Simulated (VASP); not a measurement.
BeS: single point with PBEsol

BeS:

```
Be S
1.0
     3.27108    0.00000    0.00000
    -1.63554    2.83284    0.00000
     0.00000    0.00000    5.20637
Be S
2 2
Direct
  0.00000 0.00000 0.00000
  0.00000 0.00000 0.50000
  0.33333 0.66667 0.25000
  0.66667 0.33333 0.75000
```

| Item | Value |
| --- | --- |
| Program | VASP 6.6.1 |
| Task | single point |
| Functional | PBEsol |
| Potentials or basis | VASP PAW PBE potentials, release 64 (Be, S) |
| Cutoff | 520 eV |
| k mesh | 9 × 9 × 4 |
| Occupations | fermi-dirac, width 0.03 eV |
| Spin | no spin polarisation |

- Pressure: 0.1 GPa
- Band gap on the k mesh: 1.41 eV, indirect (least direct gap 3.41 eV)

Levels at points of the mesh, in eV from the valence-band top:
| k point | band 6 | band 7 | band 8 | band 9 | band 10 | band 11 |
| --- | --- | --- | --- | --- | --- | --- |
| (0.00, 0.00, 0.00) | -0.81 | -0.81 | 0.00 | 3.41 | 5.01 | 5.72 |
| (0.00, 0.00, 0.50) | -0.73 | -0.73 | -0.73 | 4.34 | 4.34 | 5.11 |

It took 33 s on 1 thread of AMD EPYC 7R13, on a shared host, peak memory 0.13 GiB.

Caveat: the PAW data sets were made with another functional, which shifts forces and pressure a little. A k mesh can miss the band edges.
